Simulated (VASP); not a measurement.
A run of VASP 6.6.1 is set up as follows.

Contents of INCAR:

```
SYSTEM = La2O3
  PREC = Accurate
  ENCUT = 520
  EDIFF = 1E-6
  ISMEAR = -1
  SIGMA = 0.05
  LREAL = .False.
  LASPH = .True.
  NELM = 80
  ALGO = Normal
  ISIF = 2
  LWAVE = .False.
  LCHARG = .False.
  GGA = PS
  NBANDS = 28
```

File KPOINTS:

```
regular mesh
0
Gamma
  8 8 5
  0 0 0
```

File POSCAR:

```
La2O3
1.0
    3.9568102782      0.0000000000      0.0000000000
   -1.9784051391      3.4266982189      0.0000000000
    0.0000000000      0.0000000000      6.1524312130
La O
2 3
Direct
    0.3333333333      0.6666666667      0.2462356800
    0.6666666667      0.3333333333      0.7537643200
    0.0000000000      0.0000000000      0.0000000000
    0.3333333333      0.6666666667      0.6458906500
    0.6666666667      0.3333333333      0.3541093500
```

Potentials or basis: VASP PAW PBE potentials, release 64 (La, O).

Run with:

```bash
$ cat potpaw_PBE.64/La/POTCAR potpaw_PBE.64/O/POTCAR > POTCAR
$ mpirun -np 1 vasp_std > vasp.out
```

(1) What does it give for the pressure?

(2) What does it give for the largest force?

(3) Predict the band gap on the k mesh.

Answers

(1) -5.6 GPa.

(2) 0.244 eV/Å.

(3) 3.81 eV, indirect (least direct gap 3.98 eV).

Caveat: the PAW data sets were made with another functional, which shifts forces and pressure a little; spin-orbit coupling is left out, which moves the levels of the heavy elements.
